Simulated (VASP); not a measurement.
A run of VASP 6.6.1 is set up as follows.

The input POSCAR:

```
GaSb
1.0
    0.0000000000      3.0590000000      3.0590000000
    3.0590000000      0.0000000000      3.0590000000
    3.0590000000      3.0590000000      0.0000000000
Sb Ga
1 1
Direct
    0.7500000000      0.7500000000      0.7500000000
    0.0000000000      0.0000000000      0.0000000000
```

File INCAR.step1:

```
PREC = Accurate
ENCUT = 520
EDIFF = 1E-5
ISMEAR = -1
SIGMA = 0.05
LREAL = False
LASPH = True
NELM = 150
ALGO = Normal
ISIF = 2
LWAVE = True
MAGMOM = 0 0 0 0 0 0
LORBIT = 11
LSORBIT = True
GGA_COMPAT = False
LORBMOM = True
GGA = PE
NBANDS = 30
```

File INCAR.step2:

```
PREC = Accurate
ENCUT = 520
EDIFF = 1E-6
ISMEAR = -1
SIGMA = 0.05
LREAL = False
LASPH = True
NELM = 150
ALGO = Normal
ISIF = 2
LWAVE = False
LCHARG = True
MAGMOM = 0 0 0 0 0 0
LORBIT = 11
LSORBIT = True
GGA_COMPAT = False
LORBMOM = True
GGA = PE
LHFCALC = True
AEXX = 0.25
PRECFOCK = Normal
LVHAR = True
ISTART = 1
NBANDS = 30
```

File KPOINTS:

```
regular mesh
0
Gamma
  4 4 4
```

Potentials or basis: VASP PAW PBE potentials, release 64 (Sb, Ga_d).

The run is started by

```console
$ cat potpaw_PBE.64/Sb/POTCAR potpaw_PBE.64/Ga_d/POTCAR > POTCAR
$ cp INCAR.step1 INCAR
$ mpirun -np 1 vasp_ncl > vasp.out
$ cp INCAR.step2 INCAR
$ mpirun -np 1 vasp_ncl > vasp.out
```

Problem. Estimate the net moment.

Solution. 0.00 μB per cell.

Problem. Estimate the pressure.

Solution. 0.0 GPa.

Moments on the atoms (μB; x, y, z):
```
Sb  0.00 0.00 0.00
Ga  0.00 0.00 0.00
```

Caveat: the k points lie up to 0.44 Å⁻¹ apart; the PAW data sets were made with another functional, which shifts forces and pressure a little.
